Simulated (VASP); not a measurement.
**Sb: relaxation of cell and atoms with PBEsol**

The system is Sb.

```xyz
1
Lattice="3.1600 0.0000 0.0000 0.0000 3.1600 0.0000 0.0000 0.0000 3.1600" Properties=species:S:1:pos:R:3 pbc="T T T"
Sb    0.0000    0.0000    0.0000
```

- Program: VASP 6.6.1
- Task: relaxation of cell and atoms
- Functional: PBEsol
- Potentials or basis: VASP PAW PBE potentials, release 64 (Sb)
- Cutoff: 600 eV
- k mesh: 8 × 8 × 8
- Occupations: fermi-dirac, width 0.05 eV
- Spin: no spin polarisation
- Target pressure: 10 GPa
- Dipole correction: no
- Further INCAR settings: ALGO = Normal; EDIFF = 1e-06; IBRION = 2; EDIFFG = -0.02; NSW = 80; ISIF = 3

| Quantity | Value |
| --- | --- |
| Relaxed volume | 25.52 Å³/atom |
| Relaxed cell | a = 2.944 Å, b = 2.944 Å, c = 2.944 Å, α = 90.00°, β = 90.00°, γ = 90.00° |
| Space group after relaxing (to 0.05 Å) | Pm-3m (No. 221) |
| Energy change on relaxing (the enthalpy is what falls) | +58.2 meV/atom |
| Ionic steps | 5 |
| Pressure after relaxing | 10.1 GPa |

Step by step:
```tsv
step	energy change (eV)	largest force (eV/Å)	pressure (GPa)	volume (Å³)
1	0.0000	0.0000	-4.63	31.55
2	0.9481	0.0000	51.26	20.14
3	0.0406	0.0000	9.00	25.81
4	0.0514	0.0000	9.67	25.63
5	0.0582	0.0000	10.08	25.52
```

Final structure:
```xyz
1
Lattice="2.9440 0.0000 0.0000 0.0000 2.9440 0.0000 0.0000 0.0000 2.9440" Properties=species:S:1:pos:R:3 pbc="T T T"
Sb    0.0000    0.0000    0.0000
```

Levels at points of the mesh, in eV from the Fermi level:
| k point | band 1 | band 2 | band 3 | band 4 | band 5 | band 6 |
| --- | --- | --- | --- | --- | --- | --- |
| (0.00, 0.00, 0.00) | -13.72 | 3.66 | 3.66 | 3.66 | 7.13 | 7.13 |
| (0.50, 0.00, 0.00) | -10.67 | -6.75 | 6.24 | 6.24 | 9.55 | 10.92 |
| (0.50, 0.50, 0.00) | -7.36 | -4.29 | -4.29 | 1.51 | 8.99 | 13.68 |
| (0.50, 0.50, 0.50) | -3.52 | -1.93 | -1.93 | -1.93 | 4.59 | 4.59 |

It took 51 s on 1 thread of AMD EPYC 7R13, on a shared host, peak memory 0.14 GiB.

Caveat: the cell is relaxed towards a set pressure, so the enthalpy falls and the energy may rise; the volume moved by over 15 % at a fixed basis, so the end points are rough; the PAW data sets were made with another functional, which shifts forces and pressure a little; spin-orbit coupling is left out, which moves the levels of the heavy elements.
